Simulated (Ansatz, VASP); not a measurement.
**Ag in VASP and in Ansatz**

```
CELL_PARAMETERS angstrom
0.00000 2.00105 2.00105
2.00105 0.00000 2.00105
2.00105 2.00105 0.00000
ATOMIC_POSITIONS crystal
Ag 0.00000 0.00000 0.00000
```

Alike in both runs: task single point; functional revPBE; k mesh 11 × 11 × 11; occupations fermi-dirac, width 0.05 eV; no spin polarisation.

|  | VASP | Ansatz |
| --- | --- | --- |
| version | VASP 6.6.1 | Ansatz 0.2.0 |
| potentials or method | VASP PAW PBE potentials, release 64 (Ag) | Ansatz PAW |
| plane-wave cutoff (eV) | 520 | 420 |
| valence electrons in the cell | 11 | 19 |

|  | VASP | Ansatz | Ansatz less VASP |
| --- | --- | --- | --- |
| gap on the k mesh at the Fermi level (eV) | none | none | - |
| pressure (GPa) | 16.0 | 16.2 | +0.18 |

VASP's potentials were made for PBE, not for revPBE. A gap of «none» marks a metal or a gap that the smearing closes. VASP's potentials hold 11 valence electrons a cell and Ansatz's 19, so a difference there can come from the potentials and not from the codes.
